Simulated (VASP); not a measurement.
# WC (Cm) in VASP: single point with r2SCAN

Aim: the single point of WC with r2SCAN.

Program: VASP 6.6.1. These are calculated values, not measurements. Logs are shortened: lines on timing, memory, paths and dates and some standing lists are left out, and cuts for length are marked.

### Step 1. The cell of the first run

It takes space group Cm (No. 8, monoclinic). The conventional cell has a = 5.371 Å, b = 3.101 Å, c = 3.101 Å, α = 90.00°, β = 125.26°, γ = 90.00°. Within 2.2 Å of W (site symmetry m) lie 3 C at 1.62 to 2.08 Å. Within 2.2 Å of C (site symmetry m) lie 3 W at 1.62 to 2.08 Å.

### Step 2. Single point, r2SCAN (atom 2 (C) moved by (-0.300, -0.600) A along [1 1 0] and z)

POSCAR

```
WC
1.0
    0.0000000000      2.1926840000      2.1926840000
    2.1926840000      0.0000000000      2.1926840000
    2.1926840000      2.1926840000      0.0000000000
W C
1 1
Direct
    0.0000000000      0.0000000000      0.0000000000
    0.3631813795      0.3631813795      0.5400732461
```

INCAR.step1

```
SYSTEM = WC
PREC = Accurate ; ENCUT = 520
ISMEAR = 0 ; SIGMA = 0.15
LREAL = .False. ; LASPH = .True.
NELM = 100 ; NBANDS = 16
GGA = PE ; ALGO = Normal
EDIFF = 1E-4 ; LWAVE = .True.
LCHARG = .False.
```

INCAR.step2

```
SYSTEM = WC
PREC = Accurate ; ENCUT = 520
EDIFF = 1E-6 ; ISMEAR = 0
SIGMA = 0.15 ; LREAL = .False.
LASPH = .True. ; NELM = 100
ALGO = Normal ; ISIF = 2
LWAVE = .False. ; LCHARG = .False.
METAGGA = R2SCAN ; LMIXTAU = .True.
NBANDS = 16 ; ISTART = 1
```

KPOINTS

```
regular mesh
0
Gamma
  18 18 18
  0 0 0
```

Potentials or basis: VASP PAW PBE potentials, release 64 (W_sv, C).

Run with:

```sh
> cat potpaw_PBE.64/W_sv/POTCAR potpaw_PBE.64/C/POTCAR > POTCAR
> cp INCAR.step1 INCAR
> mpirun -np 1 vasp_std > vasp.out
> cp INCAR.step2 INCAR
> mpirun -np 1 vasp_std > vasp.out
```

OUTCAR:

```text
SYSTEM = WC
   PREC = Accurate
   ENCUT = 520
   EDIFF = 1E-6
   ISMEAR = 0
   LREAL = .False.
   LASPH = .True.
   NELM = 100
   ISIF = 2
   METAGGA = R2SCAN
   ISTART = 1

 ion  position               nearest neighbor table
   1  0.000  0.000  0.000-   2 1.62   2 2.08   2 2.08   2 2.49   2 2.49
   2  0.363  0.363  0.540-   1 1.62   1 2.08   1 2.08   1 2.49   1 2.49

  LATTYP: Found a face centered cubic cell.
 ALAT       =     4.3853680000

  Lattice vectors:

 A1 = (   0.0000000000,   2.1926840000,   2.1926840000)
 A2 = (   2.1926840000,   0.0000000000,   2.1926840000)
 A3 = (   2.1926840000,   2.1926840000,   0.0000000000)

Analysis of symmetry for initial positions (statically):
=====================================================================
 Subroutine PRICEL returns:
 Original cell was already a primitive cell.

 Routine SETGRP: Setting up the symmetry group for a
 face centered cubic supercell.

 Subroutine GETGRP returns: Found  2 space group operations
 (whereof  2 operations were pure point group operations)
 out of a pool of 48 trial point group operations.

The static configuration has the point symmetry C_1h.

Analysis of symmetry for dynamics (positions and initial velocities):
=====================================================================
 Subroutine PRICEL returns:
 Original cell was already a primitive cell.

 Routine SETGRP: Setting up the symmetry group for a
 face centered cubic supercell.

 Subroutine GETGRP returns: Found  2 space group operations
 (whereof  2 operations were pure point group operations)
 out of a pool of 48 trial point group operations.

The dynamic configuration has the point symmetry C_1h.

 Subroutine INISYM returns: Found  2 space group operations
 (whereof  2 operations are pure point group operations),
 and found     1 'primitive' translations

----------------------------------------------------------------------------------------

                                     Primitive cell

  volume of cell :      21.0842

  direct lattice vectors                    reciprocal lattice vectors
     0.000000000  2.192684000  2.192684000    -0.228031034  0.228031034  0.228031034
     2.192684000  0.000000000  2.192684000     0.228031034 -0.228031034  0.228031034
     2.192684000  2.192684000  0.000000000     0.228031034  0.228031034 -0.228031034

  length of vectors
     3.100923451  3.100923451  3.100923451     0.394961337  0.394961337  0.394961337

  position of ions in fractional coordinates (direct lattice)
     0.000000000  0.000000000  0.000000000
     0.363181379  0.363181379  0.540073246

  ion indices of the primitive-cell ions
   primitive index   ion index
                 1           1
                 2           2

----------------------------------------------------------------------------------------

 KPOINTS: regular mesh

Automatic generation of k-mesh.
 Grid dimensions read from file:
 generate k-points for:   18   18   18

 Generating k-lattice:

  Cartesian coordinates                     Fractional coordinates (reciprocal lattice)
    -0.012668391  0.012668391  0.012668391     0.055555556  0.000000000  0.000000000
     0.012668391 -0.012668391  0.012668391     0.000000000  0.055555556  0.000000000
     0.012668391  0.012668391 -0.012668391     0.000000000  0.000000000  0.055555556

  Length of vectors
     0.021942296  0.021942296  0.021942296

  Shift w.r.t. Gamma in fractional coordinates (k-lattice)
     0.000000000  0.000000000  0.000000000

 Subroutine IBZKPT returns following result:
 ===========================================

 Found   1550 irreducible k-points:

 Following reciprocal coordinates:
            Coordinates               Weight
  0.000000  0.000000  0.000000      1.000000
  0.055556  0.000000  0.000000      4.000000
  0.000000  0.000000  0.055556      2.000000
  0.055556  0.055556  0.055556      2.000000
  0.111111  0.000000  0.000000      4.000000
  0.000000  0.000000  0.111111      2.000000
[... 16 lines left out ...]
  0.444444  0.000000  0.000000      4.000000
  0.000000  0.000000  0.444444      2.000000
 [... further k-points ...]
   k-points           NKPTS =   1550   k-points in BZ     NKDIM =   1550   number of bands    NBANDS=     16
   number of dos      NEDOS =    301   number of ions     NIONS =      2
   total plane-waves  NPLWV =  13824
   dimension x,y,z NGX =    24 NGY =   24 NGZ =   24
   dimension x,y,z NGXF=    48 NGYF=   48 NGZF=   48
   ions per type =               1   1
   NGX,Y,Z   is equivalent  to a cutoff of  12.87, 12.87, 12.87 a.u.
   NGXF,Y,Z  is equivalent  to a cutoff of  25.73, 25.73, 25.73 a.u.
 SYSTEM =  WC
   PREC   = accura    normal or accurate (medium, high low for compatibility)
   ISTART =      1    job   : 0-new  1-cont  2-samecut
   ICHARG =      0    charge: 1-file 2-atom 10-const
   ISPIN  =      1    spin polarized calculation?
   LNONCOLLINEAR =      F non collinear calculations
   LSORBIT =      F    spin-orbit coupling
   LASPH  =      T    aspherical Exc in radial PAW
   ENCUT  =  520.0 eV  38.22 Ry    6.18 a.u.   5.77  5.77  5.77*2*pi/ulx,y,z
   NELM   =    100;   NELMIN=  2; NELMDL=  0     # of ELM steps
   EDIFF  = 0.1E-05   stopping-criterion for ELM
   LREAL  =      F    real-space projection
   EDIFFG = 0.1E-04   stopping-criterion for IOM
   NSW    =      0    number of steps for IOM
   IBRION =     -1    ionic relax: 0-MD 1-quasi-New 2-CG
   NFREE  =      0    steps in history (QN), initial steepest desc. (CG)
   ISIF   =      2    stress and relaxation
   ISYM   =      2    0-nonsym 1-usesym 2-fastsym
   POTIM  = 0.5000    time-step for ionic-motion
   TEBEG  =    0.0;   TEEND  =   0.0 temperature during run
   PSTRESS=    0.0 pullay stress
   NELECT =      18.0000    total number of electrons
   NUPDOWN=      -1.0000    fix difference up-down
   EMIN   =  10.00;   EMAX   =-10.00  energy-range for DOS
   EFERMI =   0.00;   METHOD = LEGACY
   ISMEAR =     0;   SIGMA  =   0.15  broadening in eV -4-tet -1-fermi 0-gaus
   EFERMI_NEDOS =   21; number of points for ismear=-14 and -15
   IALGO  =     38    algorithm
   IMIX   =      4    mixing-type and parameters
     AMIX     =   0.40;   BMIX     =  1.00
     AMIX_MAG =   1.60;   BMIX_MAG =  1.00
  volume/ion in A,a.u.               =      10.54        71.14
  Fermi-wavevector in a.u.,A,eV,Ry     =   1.553029  2.934800 32.815887  2.411900
  Thomas-Fermi vector in A             =   2.657319
   LORBIT       =      0    0 simple, 1 ext, 2 COOP (PROOUT), +10 PAW based schemes
   METAGGA = R2SCAN    functional components
   LHFCALC =     F    Hartree Fock is set to
   AEXX    =    0.0000 exact exchange contribution
   IVDW    =     0    specifies the selected vdW correction
   LEPSILON=     F    determine dielectric tensor
   LRPA    =     F    only Hartree local field effects (RPA)
 non-spin polarized calculation
 Gauss-broadening in eV      SIGMA  =   0.15
  energy-cutoff  :      520.00
  volume of cell :       21.08
 maximum number of plane-waves:       588
   NGX = 11   NGY = 11   NGZ = 11

 number of electron      18.0000000 magnetization

 Free energy of the ion-electron system (eV)
  ---------------------------------------------------
  ext. energy  EPLUGINS =         0.00000000
  ---------------------------------------------------
  free energy    TOTEN  =       -57.70035557 eV

  energy without entropy =      -57.69083372  energy(sigma->0) =      -57.69559464

 E-fermi :  11.9292     XC(G=0): -14.6059

 val. band max:       11.9287266922   @ k =  -0.4444   0.2778   0.0000
 cond. band min:      11.9327126647   @ k =  -0.2778   0.0556  -0.4444
 fundamental gap:      0.0039859725
 Fermi energy:        11.9292173974

 k-point     1 :       0.0000    0.0000    0.0000
  band No.  band energies     occupation
      1     -64.6126      2.00000
      2     -28.6933      2.00000
      3     -28.0028      2.00000
      4     -27.9549      2.00000
      5      -4.1132      2.00000
      6       5.6370      2.00000
[... 8 lines left out ...]
     15      22.1681      0.00000
     16      33.4393      0.00000

 k-point     2 :       0.0556    0.0000    0.0000
  band No.  band energies     occupation
      1     -64.6112      2.00000
      2     -28.7028      2.00000
      3     -28.0178      2.00000
      4     -27.9575      2.00000
      5      -4.0241      2.00000
      6       5.4960      2.00000
[... 8 lines left out ...]
     15      22.3984      0.00000
     16      32.8164      0.00000

 k-point     3 :       0.0000    0.0000    0.0556
  band No.  band energies     occupation
      1     -64.6112      2.00000
      2     -28.7072      2.00000
      3     -28.0062      2.00000
      4     -27.9664      2.00000
      5      -4.0151      2.00000
      6       5.6950      2.00000
[... 8 lines left out ...]
     15      22.4030      0.00000
     16      32.9249      0.00000

 k-point     4 :       0.0556    0.0556    0.0556
  band No.  band energies     occupation
      1     -64.6113      2.00000
      2     -28.6992      2.00000
      3     -28.0052      2.00000
      4     -27.9709      2.00000
      5      -4.0367      2.00000
      6       5.6172      2.00000
[... 8 lines left out ...]
     15      22.4640      0.00000
     16      33.3341      0.00000
[... 324 lines left out ...]
 k-point    22 :       0.3889    0.3889    0.3889
  band No.  band energies     occupation
      1     -64.5752      2.00000
      2     -28.9293      2.00000
      3     -28.3340      2.00000
      4     -28.0718      2.00000
      5      -1.6329      2.00000
      6       3.7611      2.00000
[... 8 lines left out ...]
     15      24.8000      0.00000
     16      27.5343      0.00000

 k-point    23 :       0.4444    0.0000    0.0000
  band No.  band energies     occupation
      1     -64.5693      2.00000
      2     -29.0991      2.00000
      3     -28.3457      2.00000
      4     -28.0416      2.00000
      5      -0.6881      2.00000
      6       2.9635      2.00000
[... 8 lines left out ...]
     15      25.3368      0.00000
     16      29.1981      0.00000

 k-point    24 :       0.0000    0.0000    0.4444
  band No.  band energies     occupation
      1     -64.5681      2.00000
      2     -29.2133      2.00000
      3     -28.2112      2.00000
      4     -28.1126      2.00000
      5       0.0498      2.00000
      6       2.5481      2.00000
[... 8 lines left out ...]
     15      25.9225      0.00000
     16      29.7928      0.00000

 [... further k-points ...]
[... 5 lines left out ...]
  --------------------------------------------------------------------------------------
  -------------------------------------------------------------------------------------
  Total        2.0486262      2.0486262     25.8491906     -0.3436258     -3.8917077     -3.8917082
  in kB      155.6736708    155.6736708   1964.2619015    -26.1118869   -295.7281460   -295.7281858
  external PRESSURE =     758.5364144 kB  Pullay stress =       0.0000000 kB

 VOLUME and BASIS-vectors are now :
 -----------------------------------------------------------------------------
  energy-cutoff  :      520.00
  volume of cell :       21.08
      direct lattice vectors                 reciprocal lattice vectors
     0.000000000  2.192684000  2.192684000    -0.228031034  0.228031034  0.228031034
     2.192684000  0.000000000  2.192684000     0.228031034 -0.228031034  0.228031034
     2.192684000  2.192684000  0.000000000     0.228031034  0.228031034 -0.228031034

 POSITION                                       TOTAL-FORCE (eV/Angst)
 -----------------------------------------------------------------------------------
      0.00000      0.00000      0.00000         0.193146      0.193146    -15.149107
      1.98055      1.98055      1.59268        -0.193146     -0.193146     15.149107
 -----------------------------------------------------------------------------------
    total drift:                               -0.000006     -0.000006     -0.001501

  FREE ENERGIE OF THE ION-ELECTRON SYSTEM (eV)
  ---------------------------------------------------
  free  energy   TOTEN  =       -57.7003555713 eV

  energy  without entropy=      -57.6908337174  energy(sigma->0) =      -57.69559464
```

It took 7.6 min on 1 thread of Intel Xeon 6975P-C (Granite Rapids), shared host; peak memory 0.58 GiB.

Results:

| Item | Value |
| --- | --- |
| Free energy | -57.7004 eV |
| Pressure | 75.9 GPa |
| Largest force | 15.152 eV/Å |
| Band gap on the k mesh | zero (bands 9 and 10 overlap by 4.08 eV) |

Forces on the atoms (eV/Å):
```
W     0.193   0.193 -15.149
C    -0.193  -0.193  15.149
```

Caveat: the cell differs from its parent crystal (atom 2 (C) moved by (-0.300, -0.600) A along [1 1 0] and z); the cell stands under pressure; the PAW data sets were made with another functional, which shifts forces and pressure a little; spin-orbit coupling is left out, which moves the levels of the heavy elements.
